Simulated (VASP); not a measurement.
# Li2Pt (P6/mmm) in VASP: further runs

The runs below take Li2Pt through electric field gradients, single point, with LDA.

Everything below comes from runs of VASP 6.6.1. Logs are shortened: lines on timing, memory, paths and dates and some standing lists are left out, and cuts for length are marked.

### 1 The cell of the first run

It takes space group P6/mmm (No. 191, hexagonal). The conventional cell has a = 4.186 Å, b = 4.186 Å, c = 2.661 Å, α = 90.00°, β = 90.00°, γ = 120.00°. Within 3.2 Å of Li (site symmetry -6m2) lie 5 Li at 2.42 to 2.66 Å and 6 Pt at 2.76 Å. Within 3.5 Å of Pt (site symmetry 6/mmm) lie 2 Pt at 2.66 Å and 12 Li at 2.76 Å.

### 2 Electric field gradients, LDA

The input, INCAR:

```
SYSTEM = Li2Pt
ALGO = Normal ; EDIFF = 1E-8
ENCUT = 520 ; GGA = CA
ISIF = 2 ; ISMEAR = -1
LASPH = .True. ; LCHARG = .False.
LEFG = .True. ; LREAL = .False.
LWAVE = .False. ; NBANDS = 15
NELM = 60 ; PREC = Accurate
SIGMA = 0.03
```

The input, KPOINTS:

```
k-points
0
Gamma
  9 9 12
  0 0 0
```

The input, POSCAR:

```
Li2Pt
1.0
    4.1859989866      0.0000000000      0.0000000000
   -2.0929994933      3.6251814627      0.0000000000
    0.0000000000      0.0000000000      2.6610000000
Li Pt
2 1
Direct
    0.3333333333      0.6666666667      0.5000000000
    0.6666666667      0.3333333333      0.5000000000
    0.0000000000      0.0000000000      0.0000000000
```

Potentials or basis: VASP PAW LDA potentials, release 64 (Li_sv, Pt).

Run with:

```console
$ cat potpaw_LDA.64/Li_sv/POTCAR potpaw_LDA.64/Pt/POTCAR > POTCAR
$ mpirun -np 1 vasp_std > vasp.out
```

OUTCAR:

```text
SYSTEM = Li2Pt
   EDIFF = 1E-8
   ENCUT = 520
   GGA = CA
   ISIF = 2
   ISMEAR = -1
   LASPH = .True.
   LREAL = .False.
   NELM = 60
   PREC = Accurate

 ion  position               nearest neighbor table
   1  0.333  0.667  0.500-   2 2.42   2 2.42   2 2.42   3 2.76   3 2.76   3 2.76   3 2.76   3 2.76
                             3 2.76
   2  0.667  0.333  0.500-   1 2.42   1 2.42   1 2.42   3 2.76   3 2.76   3 2.76   3 2.76   3 2.76
                             3 2.76
   3  0.000  0.000  0.000-   1 2.76   2 2.76   1 2.76   2 2.76   2 2.76   2 2.76   1 2.76   1 2.76
                             2 2.76   2 2.76   1 2.76   1 2.76

  LATTYP: Found a hexagonal cell.
 ALAT       =     4.1859989866
 C/A-ratio  =     0.6356905505

  Lattice vectors:

 A1 = (   4.1859989866,   0.0000000000,   0.0000000000)
 A2 = (  -2.0929994933,   3.6251814627,   0.0000000000)
 A3 = (   0.0000000000,   0.0000000000,   2.6610000000)

Analysis of symmetry for initial positions (statically):
=====================================================================
 Subroutine PRICEL returns:
 Original cell was already a primitive cell.

 Routine SETGRP: Setting up the symmetry group for a
 hexagonal supercell.

 Subroutine GETGRP returns: Found 24 space group operations
 (whereof 24 operations were pure point group operations)
 out of a pool of 24 trial point group operations.

The static configuration has the point symmetry D_6h.

Analysis of symmetry for dynamics (positions and initial velocities):
=====================================================================
 Subroutine PRICEL returns:
 Original cell was already a primitive cell.

 Routine SETGRP: Setting up the symmetry group for a
 hexagonal supercell.

 Subroutine GETGRP returns: Found 24 space group operations
 (whereof 24 operations were pure point group operations)
 out of a pool of 24 trial point group operations.

The dynamic configuration has the point symmetry D_6h.

 Subroutine INISYM returns: Found 24 space group operations
 (whereof 24 operations are pure point group operations),
 and found     1 'primitive' translations

----------------------------------------------------------------------------------------

                                     Primitive cell

  volume of cell :      40.3807

  direct lattice vectors                    reciprocal lattice vectors
     4.185998987  0.000000000  0.000000000     0.238891601  0.137924130  0.000000000
    -2.092999493  3.625181463  0.000000000     0.000000000  0.275848260  0.000000000
     0.000000000  0.000000000  2.661000000     0.000000000  0.000000000  0.375798572

  length of vectors
     4.185998987  4.185998987  2.661000000     0.275848260  0.275848260  0.375798572

  position of ions in fractional coordinates (direct lattice)
     0.333333333  0.666666667  0.500000000
     0.666666667  0.333333333  0.500000000
     0.000000000  0.000000000  0.000000000

  ion indices of the primitive-cell ions
   primitive index   ion index
                 1           1
                 2           2
                 3           3

----------------------------------------------------------------------------------------

 KPOINTS: k-points

Automatic generation of k-mesh.
 Grid dimensions read from file:
 generate k-points for:    9    9   12

 Generating k-lattice:

  Cartesian coordinates                     Fractional coordinates (reciprocal lattice)
     0.026543511  0.015324903  0.000000000     0.111111111  0.000000000  0.000000000
     0.000000000  0.030649807  0.000000000     0.000000000  0.111111111  0.000000000
     0.000000000  0.000000000  0.031316548     0.000000000  0.000000000  0.083333333

  Length of vectors
     0.030649807  0.030649807  0.031316548

  Shift w.r.t. Gamma in fractional coordinates (k-lattice)
     0.000000000  0.000000000  0.000000000

 Subroutine IBZKPT returns following result:
[... 40 lines left out ...]
   PREC   = accura    normal or accurate (medium, high low for compatibility)
   ISTART =      0    job   : 0-new  1-cont  2-samecut
   ICHARG =      2    charge: 1-file 2-atom 10-const
   ISPIN  =      1    spin polarized calculation?
   LNONCOLLINEAR =      F non collinear calculations
   LSORBIT =      F    spin-orbit coupling
   LASPH  =      T    aspherical Exc in radial PAW
   ENCUT  =  520.0 eV  38.22 Ry    6.18 a.u.   7.78  7.78  4.95*2*pi/ulx,y,z
   NELM   =     60;   NELMIN=  2; NELMDL= -5     # of ELM steps
   EDIFF  = 0.1E-07   stopping-criterion for ELM
   LREAL  =      F    real-space projection
   EDIFFG = 0.1E-06   stopping-criterion for IOM
   NSW    =      0    number of steps for IOM
   IBRION =     -1    ionic relax: 0-MD 1-quasi-New 2-CG
   NFREE  =      0    steps in history (QN), initial steepest desc. (CG)
   ISIF   =      2    stress and relaxation
   ISYM   =      2    0-nonsym 1-usesym 2-fastsym
   POTIM  = 0.5000    time-step for ionic-motion
   TEBEG  =    0.0;   TEEND  =   0.0 temperature during run
   PSTRESS=    0.0 pullay stress
   NELECT =      16.0000    total number of electrons
   NUPDOWN=      -1.0000    fix difference up-down
   EMIN   =  10.00;   EMAX   =-10.00  energy-range for DOS
   EFERMI =   0.00;   METHOD = LEGACY
   ISMEAR =    -1;   SIGMA  =   0.03  broadening in eV -4-tet -1-fermi 0-gaus
   EFERMI_NEDOS =   21; number of points for ismear=-14 and -15
   IALGO  =     38    algorithm
   IMIX   =      4    mixing-type and parameters
     AMIX     =   0.40;   BMIX     =  1.00
     AMIX_MAG =   1.60;   BMIX_MAG =  1.00
  volume/ion in A,a.u.               =      13.46        90.83
  Fermi-wavevector in a.u.,A,eV,Ry     =   1.202422  2.272248 19.671557  1.445819
  Thomas-Fermi vector in A             =   2.338204
   LORBIT       =      0    0 simple, 1 ext, 2 COOP (PROOUT), +10 PAW based schemes
   GGA     = CA    functional components
   LHFCALC =     F    Hartree Fock is set to
   AEXX    =    0.0000 exact exchange contribution
   IVDW    =     0    specifies the selected vdW correction
   LEPSILON=     F    determine dielectric tensor
   LRPA    =     F    only Hartree local field effects (RPA)
 non-spin polarized calculation
  energy-cutoff  :      520.00
  volume of cell :       40.38
 maximum number of plane-waves:      1102
 NGX is ok and might be reduce to    32
   NGX = 15   NGY = 15   NGZ =  9

 number of electron      15.9999993 magnetization

 Free energy of the ion-electron system (eV)
  ---------------------------------------------------
  ext. energy  EPLUGINS =         0.00000000
  ---------------------------------------------------
  free energy    TOTEN  =       -13.14350765 eV

  energy without entropy =      -13.13956357  energy(sigma->0) =      -13.14153561

 E-fermi :   5.0833     XC(G=0): -10.4505

 val. band max:        5.0516414059   @ k =   0.3333   0.0000   0.4167
 cond. band min:       5.1043784203   @ k =   0.3333   0.3333   0.0833
 fundamental gap:      0.0527370144
 Fermi energy:         5.0833027824

 k-point     1 :       0.0000    0.0000    0.0000
  band No.  band energies     occupation
      1     -39.6473      2.00000
      2     -39.5295      2.00000
      3      -1.5367      2.00000
      4       0.6891      2.00000
      5       1.7732      2.00000
      6       1.7732      2.00000
      7       4.4370      2.00000
      8       4.4370      2.00000
      9       8.9039      0.00000
     10       8.9039      0.00000
     11      11.4489      0.00000
     12      11.4489      0.00000
     13      14.1953      0.00000
     14      15.1929      0.00000
[... 401 lines left out ...]
      2     -39.5858      2.00000
      3      -0.5392      2.00000
      4       2.1247      2.00000
      5       2.1287      2.00000
      6       2.1287      2.00000
      7       3.6821      2.00000
      8       3.6821      2.00000
      9       5.1044      0.66251
     10       5.1044      0.66251
     11      13.4123      0.00000
     12      16.1255      0.00000
     13      16.1255      0.00000
     14      19.7185      0.00000
     15      19.7185      0.00000

 [... further k-points ...]
[... 5 lines left out ...]
  --------------------------------------------------------------------------------------
  -------------------------------------------------------------------------------------
  Total       -1.0042048     -1.0042048     -1.2691449      0.0000000      0.0000000      0.0000000
  in kB      -39.8436529    -39.8436529    -50.3556315      0.0000000      0.0000000      0.0000000
  external PRESSURE =     -43.3476458 kB  Pullay stress =       0.0000000 kB

 VOLUME and BASIS-vectors are now :
 -----------------------------------------------------------------------------
  energy-cutoff  :      520.00
  volume of cell :       40.38
      direct lattice vectors                 reciprocal lattice vectors
     4.185998987  0.000000000  0.000000000     0.238891601  0.137924130  0.000000000
    -2.092999493  3.625181463  0.000000000     0.000000000  0.275848260  0.000000000
     0.000000000  0.000000000  2.661000000     0.000000000  0.000000000  0.375798572

 POSITION                                       TOTAL-FORCE (eV/Angst)
 -----------------------------------------------------------------------------------
     -0.00000      2.41679      1.33050        -0.000000      0.000000      0.000000
      2.09300      1.20839      1.33050         0.000000     -0.000000     -0.000000
      0.00000      0.00000      0.00000         0.000000      0.000000      0.000000
 -----------------------------------------------------------------------------------
    total drift:                                0.000000     -0.000000     -0.000000

  FREE ENERGIE OF THE ION-ELECTRON SYSTEM (eV)
  ---------------------------------------------------
  free  energy   TOTEN  =       -13.1435076468 eV

  energy  without entropy=      -13.1395635689  energy(sigma->0) =      -13.14153561

 Electric field gradients (V/A^2)
---------------------------------------------------------------------
 ion       V_xx      V_yy      V_zz      V_xy      V_xz      V_yz
---------------------------------------------------------------------
   1      -0.132    -0.135     0.267    -0.002     0.000    -0.000
   2      -0.132    -0.135     0.267    -0.002     0.000    -0.000
   3     155.579   155.578  -311.157    -0.001     0.000    -0.000
---------------------------------------------------------------------

 Electric field gradients after diagonalization (V/A^2)
 (convention: |V_zz| > |V_xx| > |V_yy|)
----------------------------------------------------------------------
 ion       V_xx      V_yy      V_zz     asymmetry (V_yy - V_xx)/ V_zz
----------------------------------------------------------------------
   1      -0.136    -0.131     0.267       0.020
   2      -0.136    -0.131     0.267       0.020
   3     155.579   155.578  -311.157       0.000
----------------------------------------------------------------------

           NMR quadrupolar parameters

 Cq : quadrupolar parameter    Cq=e*Q*V_zz/h
 eta: asymmetry parameters     (V_yy - V_xx)/ V_zz
 Q  : nuclear electric quadrupole moment in mb (millibarn)
----------------------------------------------------------------------
 ion       Cq(MHz)       eta       Q (mb)
----------------------------------------------------------------------
   1       0.001       0.020       1.000
   2       0.001       0.020       1.000
   3      -0.752       0.000       1.000
----------------------------------------------------------------------
```

Run time: 16 s. Hardware: 1 thread of Intel Xeon 6975P-C (Granite Rapids), shared host; peak memory 0.17 GiB.

What came out:

```
Free energy                             : -13.1435 eV
Band gap on the k mesh                  : zero (bands 8 and 9 overlap by 1.84 eV)
Largest electric field gradient by atom : Li +0.3; Pt -311.2 V/Å²
```

Electric field gradients, principal values (V/Å²):
```csv
atom,least,middle,greatest (by size)
1 Li,-0.131,-0.136,0.267
2 Li,-0.131,-0.136,0.267
3 Pt,155.578,155.579,-311.157
```

Caveat: the cutoff is under 1.25 times the usual one of these potentials, so pressure, stress and relaxed cells hold a basis-set (Pulay) error; without QUAD_EFG the Cq values of the log hold for a quadrupole moment of 1 mb, not for the nuclei; spin-orbit coupling is left out, which moves the levels of the heavy elements.

(Part 1 of 2 ends here.)

The gap in the log of VASP goes by the Fermi energy; the results here count the filled bands.